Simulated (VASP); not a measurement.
GaP: single point with PBE

GaP:

```
CELL_PARAMETERS angstrom
3.52445 0.00000 0.00000
0.00000 3.52445 0.00000
0.00000 0.00000 2.85753
ATOMIC_POSITIONS crystal
Ga 0.00000 0.00000 0.00000
P 0.50000 0.50000 0.50000
```

```yaml
Program: VASP 6.6.1
Task: single point
Functional: PBE
Potentials_or_basis: VASP PAW PBE potentials, release 64 (Ga_d, P)
Cutoff: 520 eV
k_mesh: 8 × 8 × 9
Occupations: fermi-dirac, width 0.05 eV
Spin: no spin polarisation
Dipole_correction: no
Further_INCAR_settings: ALGO = Normal; EDIFF = 1e-06; NBANDS = 16
```

The pressure is -3.9 GPa and the band gap on the k mesh is zero (band 9 reaches 8.94 eV, above the bottom of band 10 at 4.19 eV).

Stress tensor (GPa, compression positive):
```
-3.85  0.00  0.00
 0.00 -3.85  0.00
 0.00  0.00 -4.05
```

Levels at points of the mesh, in eV from the Fermi level:
| k point | band 7 | band 8 | band 9 | band 10 | band 11 | band 12 |
| --- | --- | --- | --- | --- | --- | --- |
| (0.00, 0.00, 0.00) | -2.79 | -2.00 | -2.00 | 2.57 | 3.67 | 7.04 |
| (0.50, 0.00, 0.00) | -8.65 | -0.31 | 2.49 | 2.70 | 2.91 | 3.58 |
| (0.50, 0.50, 0.00) | -5.84 | -5.57 | -5.57 | 4.00 | 9.14 | 9.14 |

Wall time 28 s on 1 thread of Intel(R) Xeon(R) Platinum 8488C (Sapphire Rapids), on a shared host, peak memory 0.17 GiB.
